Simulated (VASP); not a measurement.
**Ir (an interface model): single point with PBEsol**

The system is Ir (an interface model).

```
CELL_PARAMETERS angstrom
2.70840 0.00000 0.00000
-1.35420 2.34554 0.00000
0.00000 0.00000 26.53681
ATOMIC_POSITIONS crystal
Ir 0.00000 0.00000 0.00000
Ir 0.33333 0.66667 0.08333
Ir 0.66667 0.33333 0.16667
Ir 0.00000 0.00000 0.25000
Ir 0.33333 0.66667 0.33333
Ir 0.66667 0.33333 0.41667
Ir 0.33333 0.66667 0.91667
Ir 0.66667 0.33333 0.83333
Ir 0.00000 0.00000 0.75000
Ir 0.33333 0.66667 0.66667
Ir 0.66667 0.33333 0.58333
Ir 0.00000 0.00000 0.50000
```

- Program: VASP 6.6.1
- Task: single point
- Functional: PBEsol
- Potentials or basis: VASP PAW PBE potentials, release 64 (Ir)
- Cutoff: 520 eV
- k mesh: 12 × 12 × 2
- Occupations: gaussian, width 0.1 eV
- Spin: no spin polarisation
- Dipole correction: no
- Further INCAR settings: ALGO = Normal; EDIFF = 1e-06; NBANDS = 66

The pressure is 1.0 GPa and the largest force is 0.208 eV/Å.

Forces in eV/Å, atoms in the order of the input:
```
Ir   0.000  0.000  0.000
Ir   0.000  0.000  0.208
Ir   0.000  0.000 -0.127
Ir   0.000  0.000  0.000
Ir   0.000  0.000  0.127
Ir   0.000  0.000 -0.208
Ir   0.000  0.000 -0.208
Ir   0.000  0.000  0.127
Ir   0.000  0.000  0.000
Ir   0.000  0.000 -0.127
Ir   0.000  0.000  0.208
Ir   0.000  0.000  0.000
```

Stress tensor (GPa, compression positive):
```
0.95 0.00 0.00
0.00 0.95 0.00
0.00 0.00 1.26
```

Levels at points of the mesh, in eV from the Fermi level:
| k point | band 50 | band 51 | band 52 | band 53 | band 54 | band 55 |
| --- | --- | --- | --- | --- | --- | --- |
| (0.00, 0.00, 0.00) | -1.56 | -1.56 | -1.26 | -1.26 | -1.23 | -1.23 |
| (0.50, 0.00, 0.00) | 0.94 | 0.96 | 1.00 | 1.02 | 1.06 | 1.09 |
| (0.00, 0.00, 0.50) | -1.56 | -1.25 | -1.25 | -1.25 | -1.25 | -1.12 |
| (0.50, 0.00, 0.50) | 0.93 | 0.97 | 0.97 | 1.05 | 1.05 | 1.16 |

It took 13 min on 1 thread of Oxide Virtual Turin-like Processor (shared host), peak memory 0.41 GiB.

Caveat: the bands computed are all filled at some k points, so no gap is given; the PAW data sets were made with another functional, which shifts forces and pressure a little; spin-orbit coupling is left out, which moves the levels of the heavy elements.
